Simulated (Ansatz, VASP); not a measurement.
Sr: VASP beside Ansatz

Contents of INCAR:

```
SYSTEM = Sr
  ALGO = Normal
  EDIFF = 1E-6
  ENCUT = 520
  GGA = PE
  ISIF = 2
  ISMEAR = -1
  LASPH = .True.
  LCHARG = .False.
  LREAL = .False.
  LWAVE = .False.
  NBANDS = 28
  NELM = 100
  PREC = Accurate
  SIGMA = 0.08
```

The input KPOINTS:

```
k-points
0
Gamma
  9 9 3
  0 0 0
```

Contents of POSCAR:

```
Sr
1.0
    3.7532396118      0.0000000000      0.0000000000
   -1.8766198059      3.2504008503      0.0000000000
    0.0000000000      0.0000000000     12.2901579137
Sr
4
Direct
    0.0000000000      0.0000000000      0.0000000000
    0.0000000000      0.0000000000      0.5000000000
    0.3333333333      0.6666666667      0.2500000000
    0.6666666667      0.3333333333      0.7500000000
```

Input for Ansatz:

```yaml
crystal:
  lattice:
    - [3.7532396118, 0.0, 0.0]
    - [-1.8766198059, 3.2504008503, 0.0]
    - [0.0, 0.0, 12.2901579137]
  atoms:
    - { symbol: Sr, position: [0.0, 0.0, 0.0] }
    - { symbol: Sr, position: [0.0, 0.0, 0.5] }
    - { symbol: Sr, position: [0.3333333333, 0.6666666667, 0.25] }
    - { symbol: Sr, position: [0.6666666667, 0.3333333333, 0.75] }
kpoints:
  mp_grid: { grid: [9, 9, 3] }
scf:
  occupations: { method: fermi_dirac, width: 0.08 }
hamiltonian:
  xc: pbe
  pseudopotentials: { kind: all_electron, lapw: { basis_error: 0.001 } }
output:
  forces: true
  stress: true
  eigenvalues: true
  populations: true
```

Change from the starting cell: volume scaled by 0.68, LAPW.

Alike in both runs: task single point; functional PBE; k mesh 9 × 9 × 3; occupations fermi-dirac, width 0.08 eV; no spin polarisation.

|  | VASP | Ansatz |
| --- | --- | --- |
| version | VASP 6.6.1 | Ansatz 0.2.0 |
| potentials or method | VASP PAW PBE potentials, release 64 (Sr_sv), cutoff 520 eV | all-electron LAPW, scalar-relativistic |

```csv
,VASP,Ansatz,Ansatz less VASP
pressure (GPa),8.1,8.1,-0.04
"traceless stress, the component that is largest in VASP (GPa)",0.15,0.15,+0.001
```

Ansatz ran all-electron here, and VASP with PAW potentials.
